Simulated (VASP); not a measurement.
# NaF (Imm2) in VASP: single point with PBE

Aim: the single point of NaF with PBE.

Program: VASP 6.6.1. These are calculated values, not measurements. Logs are shortened: lines on timing, memory, paths and dates and some standing lists are left out, and cuts for length are marked.

## 1. The cell of the first run

It takes space group Imm2 (No. 44, orthorhombic). The conventional cell has a = 3.483 Å, b = 3.676 Å, c = 5.063 Å, α = 90.00°, β = 90.00°, γ = 90.00°. Na (site symmetry mm2) has 4 F at 2.19 to 2.20 Å within 2.9 Å. Within 2.9 Å of F (site symmetry mm2) lie 4 Na at 2.19 to 2.20 Å.

## 2. Single point, PBE (shear xy strain +5.4%)

File INCAR:

```
PREC = Accurate ; ENCUT = 520
EDIFF = 1E-6 ; ISMEAR = -1
SIGMA = 0.02 ; LREAL = False
LASPH = True ; NELM = 100
ALGO = Normal ; ISIF = 2
LWAVE = False ; LCHARG = False
GGA = PE ; NBANDS = 14
```

File KPOINTS:

```
Automatic mesh
0
Gamma
  8 8 8
```

File POSCAR:

```
NaF
1.0
    0.0680909308      2.5312613679      2.5312613679
    2.5312613679      0.0680909308      2.5312613679
    2.5993522987      2.5993522987      0.0000000000
Na F
1 1
Direct
    0.0060307447      0.0060307447     -0.0060307447
    0.2439692553      0.2439692553      0.2560307447
```

Potentials or basis: VASP PAW PBE potentials, release 64 (Na_pv, F).

The run is started by

```sh
$ cat potpaw_PBE.64/Na_pv/POTCAR potpaw_PBE.64/F/POTCAR > POTCAR
$ mpirun -np 1 vasp_std > vasp.out
```

OUTCAR:

```text
PREC = Accurate
   ENCUT = 520
   EDIFF = 1E-6
   ISMEAR = -1
   LREAL = False
   LASPH = True
   NELM = 100
   ISIF = 2
   GGA = PE

 ion  position               nearest neighbor table
   1  0.006  0.006  0.994-   2 2.19   2 2.19   2 2.20   2 2.20
   2  0.244  0.244  0.256-   1 2.19   1 2.19   1 2.20   1 2.20

  LATTYP: Found a body centered orthorhombic cell.
 ALAT       =     3.4834490386
 B/A-ratio  =     1.0552872264
 C/A-ratio  =     1.4533075351

  Lattice vectors:

 A1 = (   2.5312613679,   0.0680909308,  -2.5312613679)
 A2 = (  -2.5312613679,  -0.0680909308,  -2.5312613679)
 A3 = (   0.0680909308,   2.5312613679,   2.5312613679)

Analysis of symmetry for initial positions (statically):
=====================================================================
 Subroutine PRICEL returns:
 Original cell was already a primitive cell.

 Routine SETGRP: Setting up the symmetry group for a
 body centered orthorhombic supercell.

 Subroutine GETGRP returns: Found  4 space group operations
 (whereof  4 operations were pure point group operations)
 out of a pool of  8 trial point group operations.

The static configuration has the point symmetry C_2v.

Analysis of symmetry for dynamics (positions and initial velocities):
=====================================================================
 Subroutine PRICEL returns:
 Original cell was already a primitive cell.

 Routine SETGRP: Setting up the symmetry group for a
 body centered orthorhombic supercell.

 Subroutine GETGRP returns: Found  4 space group operations
 (whereof  4 operations were pure point group operations)
 out of a pool of  8 trial point group operations.

The dynamic configuration has the point symmetry C_2v.

 Subroutine INISYM returns: Found  4 space group operations
 (whereof  4 operations are pure point group operations),
 and found     1 'primitive' translations

----------------------------------------------------------------------------------------

                                     Primitive cell

  volume of cell :      32.4135

  direct lattice vectors                    reciprocal lattice vectors
     0.068090931  2.531261368  2.531261368    -0.202990419  0.202990419  0.197529977
     2.531261368  0.068090931  2.531261368     0.202990419 -0.202990419  0.197529977
     2.599352299  2.599352299  0.000000000     0.192355611  0.192355611 -0.197529977

  length of vectors
     3.580391682  3.580391682  3.676039274     0.348465655  0.348465655  0.336183661

  position of ions in fractional coordinates (direct lattice)
     0.006030745  0.006030745  0.993969255
     0.243969255  0.243969255  0.256030745

  ion indices of the primitive-cell ions
   primitive index   ion index
                 1           1
                 2           2

----------------------------------------------------------------------------------------

 KPOINTS: Automatic mesh

Automatic generation of k-mesh.
 Grid dimensions read from file:
 generate k-points for:    8    8    8

 Generating k-lattice:

  Cartesian coordinates                     Fractional coordinates (reciprocal lattice)
    -0.025373802  0.025373802  0.024691247     0.125000000  0.000000000  0.000000000
     0.025373802 -0.025373802  0.024691247     0.000000000  0.125000000  0.000000000
     0.024044451  0.024044451 -0.024691247     0.000000000  0.000000000  0.125000000

  Length of vectors
     0.043558207  0.043558207  0.042022958

  Shift w.r.t. Gamma in fractional coordinates (k-lattice)
     0.000000000  0.000000000  0.000000000

 Subroutine IBZKPT returns following result:
 ===========================================

 Found     95 irreducible k-points:

 Following reciprocal coordinates:
            Coordinates               Weight
  0.000000  0.000000  0.000000      1.000000
  0.125000  0.000000  0.000000      4.000000
  0.250000  0.000000  0.000000      4.000000
  0.375000 -0.000000  0.000000      4.000000
  0.500000  0.000000  0.000000      2.000000
  0.125000  0.125000  0.000000      2.000000
[... 16 lines left out ...]
  0.125000 -0.000000  0.125000      4.000000
  0.250000  0.000000  0.125000      8.000000
 [... further k-points ...]
   k-points           NKPTS =     95   k-points in BZ     NKDIM =     95   number of bands    NBANDS=     14
   number of dos      NEDOS =    301   number of ions     NIONS =      2
   total plane-waves  NPLWV =  21952
   dimension x,y,z NGX =    28 NGY =   28 NGZ =   28
   dimension x,y,z NGXF=    56 NGYF=   56 NGZF=   56
   ions per type =               1   1
   NGX,Y,Z   is equivalent  to a cutoff of  13.00, 13.00, 12.66 a.u.
   NGXF,Y,Z  is equivalent  to a cutoff of  26.00, 26.00, 25.33 a.u.
 SYSTEM =  unknown system
   PREC   = accura    normal or accurate (medium, high low for compatibility)
   ISTART =      0    job   : 0-new  1-cont  2-samecut
   ICHARG =      2    charge: 1-file 2-atom 10-const
   ISPIN  =      1    spin polarized calculation?
   LNONCOLLINEAR =      F non collinear calculations
   LSORBIT =      F    spin-orbit coupling
   LASPH  =      T    aspherical Exc in radial PAW
   ENCUT  =  520.0 eV  38.22 Ry    6.18 a.u.   6.66  6.66  6.83*2*pi/ulx,y,z
   NELM   =    100;   NELMIN=  2; NELMDL= -5     # of ELM steps
   EDIFF  = 0.1E-05   stopping-criterion for ELM
   LREAL  =      F    real-space projection
   EDIFFG = 0.1E-04   stopping-criterion for IOM
   NSW    =      0    number of steps for IOM
   IBRION =     -1    ionic relax: 0-MD 1-quasi-New 2-CG
   NFREE  =      0    steps in history (QN), initial steepest desc. (CG)
   ISIF   =      2    stress and relaxation
   ISYM   =      2    0-nonsym 1-usesym 2-fastsym
   POTIM  = 0.5000    time-step for ionic-motion
   TEBEG  =    0.0;   TEEND  =   0.0 temperature during run
   PSTRESS=    0.0 pullay stress
   NELECT =      14.0000    total number of electrons
   NUPDOWN=      -1.0000    fix difference up-down
   EMIN   =  10.00;   EMAX   =-10.00  energy-range for DOS
   EFERMI =   0.00;   METHOD = LEGACY
   ISMEAR =    -1;   SIGMA  =   0.02  broadening in eV -4-tet -1-fermi 0-gaus
   EFERMI_NEDOS =   21; number of points for ismear=-14 and -15
   IALGO  =     38    algorithm
   IMIX   =      4    mixing-type and parameters
     AMIX     =   0.40;   BMIX     =  1.00
     AMIX_MAG =   1.60;   BMIX_MAG =  1.00
  volume/ion in A,a.u.               =      16.21       109.37
  Fermi-wavevector in a.u.,A,eV,Ry     =   1.237491  2.338519 20.835737  1.531383
  Thomas-Fermi vector in A             =   2.372056
   LORBIT       =      0    0 simple, 1 ext, 2 COOP (PROOUT), +10 PAW based schemes
   GGA     = PE    functional components
[... 5 lines left out ...]
 non-spin polarized calculation
  energy-cutoff  :      520.00
  volume of cell :       32.41
 maximum number of plane-waves:       889
   NGX = 13   NGY = 13   NGZ = 13

 number of electron      13.9999998 magnetization

 Free energy of the ion-electron system (eV)
  ---------------------------------------------------
  ext. energy  EPLUGINS =         0.00000000
  ---------------------------------------------------
  free energy    TOTEN  =        -8.37966704 eV

  energy without entropy =       -8.37966704  energy(sigma->0) =       -8.37966704

 E-fermi :  -2.8937     XC(G=0):  -7.7390

 val. band max:       -3.3257403157   @ k =   0.0000   0.0000   0.0000
 cond. band min:       2.2195934932   @ k =   0.0000   0.0000   0.0000
 fundamental gap:      5.5453338089
 Fermi energy:        -2.8937090362

 k-point     1 :       0.0000    0.0000    0.0000
  band No.  band energies     occupation
      1     -22.2613      2.00000
      2     -22.2507      2.00000
      3     -22.2422      2.00000
      4     -22.1141      2.00000
      5      -3.4333      2.00000
      6      -3.3853      2.00000
      7      -3.3257      2.00000
      8       2.2196      0.00000
      9      15.3311      0.00000
     10      15.9272      0.00000
     11      16.5247      0.00000
     12      17.0974      0.00000
     13      17.3921      0.00000
     14      17.9996      0.00000

 k-point     2 :       0.1250    0.0000    0.0000
  band No.  band energies     occupation
      1     -22.4473      2.00000
      2     -22.2499      2.00000
      3     -22.2439      2.00000
      4     -21.9220      2.00000
      5      -3.5169      2.00000
      6      -3.4378      2.00000
      7      -3.3718      2.00000
      8       2.6571      0.00000
      9      14.3935      0.00000
     10      15.0017      0.00000
     11      15.6728      0.00000
     12      16.8489      0.00000
     13      17.1183      0.00000
     14      17.6913      0.00000

 k-point     3 :       0.2500    0.0000    0.0000
  band No.  band energies     occupation
      1     -22.6432      2.00000
      2     -22.2548      2.00000
      3     -22.2481      2.00000
      4     -21.7057      2.00000
      5      -3.8499      2.00000
      6      -3.4487      2.00000
      7      -3.3982      2.00000
      8       3.7768      0.00000
      9      11.7365      0.00000
     10      14.1952      0.00000
     11      14.7680      0.00000
     12      16.9550      0.00000
     13      17.1468      0.00000
     14      17.7501      0.00000

 k-point     4 :       0.3750   -0.0000    0.0000
  band No.  band energies     occupation
      1     -22.7703      2.00000
      2     -22.2597      2.00000
      3     -22.2523      2.00000
      4     -21.5588      2.00000
      5      -4.1189      2.00000
      6      -3.4597      2.00000
      7      -3.4214      2.00000
      8       5.2857      0.00000
      9       9.3303      0.00000
     10      13.5501      0.00000
     11      14.1184      0.00000
     12      16.8827      0.00000
     13      17.6512      0.00000
     14      18.2079      0.00000

 k-point     5 :       0.5000    0.0000    0.0000
  band No.  band energies     occupation
      1     -22.8140      2.00000
      2     -22.2618      2.00000
      3     -22.2540      2.00000
      4     -21.5073      2.00000
      5      -4.2161      2.00000
      6      -3.4643      2.00000
      7      -3.4309      2.00000
      8       6.6993      0.00000
      9       7.6238      0.00000
     10      13.3195      0.00000
     11      13.8927      0.00000
[... 276 lines left out ...]
 k-point    22 :       0.0000    0.0000    0.1250
  band No.  band energies     occupation
      1     -22.4553      2.00000
      2     -22.2523      2.00000
      3     -22.2462      2.00000
      4     -21.9084      2.00000
      5      -3.5760      2.00000
      6      -3.4015      2.00000
      7      -3.3318      2.00000
      8       2.6300      0.00000
      9      13.7130      0.00000
     10      15.3473      0.00000
     11      16.0490      0.00000
     12      16.9872      0.00000
     13      17.5446      0.00000
     14      17.6500      0.00000

 k-point    23 :       0.1250   -0.0000    0.1250
  band No.  band energies     occupation
      1     -22.4858      2.00000
      2     -22.2515      2.00000
      3     -22.2500      2.00000
      4     -21.8735      2.00000
      5      -3.5677      2.00000
      6      -3.4092      2.00000
      7      -3.3946      2.00000
      8       2.7769      0.00000
      9      14.1984      0.00000
     10      14.8640      0.00000
     11      15.1517      0.00000
     12      15.7736      0.00000
     13      18.7088      0.00000
     14      18.8962      0.00000

 k-point    24 :       0.2500    0.0000    0.1250
  band No.  band energies     occupation
      1     -22.6339      2.00000
      2     -22.2565      2.00000
      3     -22.2524      2.00000
      4     -21.7090      2.00000
      5      -3.7885      2.00000
      6      -3.4551      2.00000
      7      -3.4266      2.00000
      8       3.6528      0.00000
      9      12.3914      0.00000
     10      13.8124      0.00000
     11      14.5722      0.00000
     12      15.7390      0.00000
     13      18.3757      0.00000
     14      18.7493      0.00000

 [... further k-points ...]

------------------------ aborting loop because EDIFF is reached ----------------------------------------

  FORCE on cell =-STRESS in cart. coord.  units (eV):
  Direction    XX          YY          ZZ          XY          YZ          ZX
  --------------------------------------------------------------------------------------
  -------------------------------------------------------------------------------------
  Total        0.3881892      0.3881892      0.3740639     -0.1551717      0.0000000      0.0000000
  in kB       19.1878990     19.1878990     18.4896966     -7.6700218      0.0000000      0.0000000
  external PRESSURE =      18.9551648 kB  Pullay stress =       0.0000000 kB

 VOLUME and BASIS-vectors are now :
 -----------------------------------------------------------------------------
  energy-cutoff  :      520.00
  volume of cell :       32.41
      direct lattice vectors                 reciprocal lattice vectors
     0.068090931  2.531261368  2.531261368    -0.202990419  0.202990419  0.197529977
     2.531261368  0.068090931  2.531261368     0.202990419 -0.202990419  0.197529977
     2.599352299  2.599352299  0.000000000     0.192355611  0.192355611 -0.197529977

 POSITION                                       TOTAL-FORCE (eV/Angst)
 -----------------------------------------------------------------------------------
      2.59935      2.59935      0.03053        -0.000000     -0.000000      0.011027
      1.29968      1.29968      1.23510         0.000000      0.000000     -0.011027
 -----------------------------------------------------------------------------------
    total drift:                               -0.000001     -0.000001     -0.000273

  FREE ENERGIE OF THE ION-ELECTRON SYSTEM (eV)
  ---------------------------------------------------
  free  energy   TOTEN  =        -8.3796670407 eV

  energy  without entropy=       -8.3796670407  energy(sigma->0) =       -8.37966704
```

Wall time 20 s (1 thread of Intel Xeon 6975P-C (Granite Rapids), shared host); peak memory 0.16 GiB.

Results:

```
Free energy            : -8.3797 eV
Pressure               : 1.9 GPa
Largest force          : 0.011 eV/Å
Band gap on the k mesh : 5.55 eV
```

Forces in eV/Å, atoms in the order of the input:
```
Na   0.000  0.000  0.011
F    0.000  0.000 -0.011
```

Stress tensor (GPa, compression positive):
```
 1.92 -0.77  0.00
-0.77  1.92  0.00
 0.00  0.00  1.85
```

Levels at points of the mesh, in eV from the valence-band top:
```
           k point  band 4  band 5  band 6  band 7  band 8  band 9  band 10  band 11
(0.00, 0.00, 0.00)  -18.79   -0.11   -0.06    0.00    5.55   18.66    19.25    19.85
(0.50, 0.00, 0.00)  -18.18   -0.89   -0.14   -0.11   10.03   10.95    16.65    17.22
(0.50, 0.50, 0.00)  -18.04   -0.84   -0.29   -0.14    9.89   11.95    16.17    16.49
(0.00, 0.00, 0.50)  -18.14   -0.93   -0.09   -0.04    9.77   10.73    17.05    17.65
(0.50, 0.00, 0.50)  -18.04   -0.84   -0.22   -0.22    9.90   11.95    16.16    17.02
```

Caveat: the cell differs from its parent crystal (shear xy strain +5.4%).
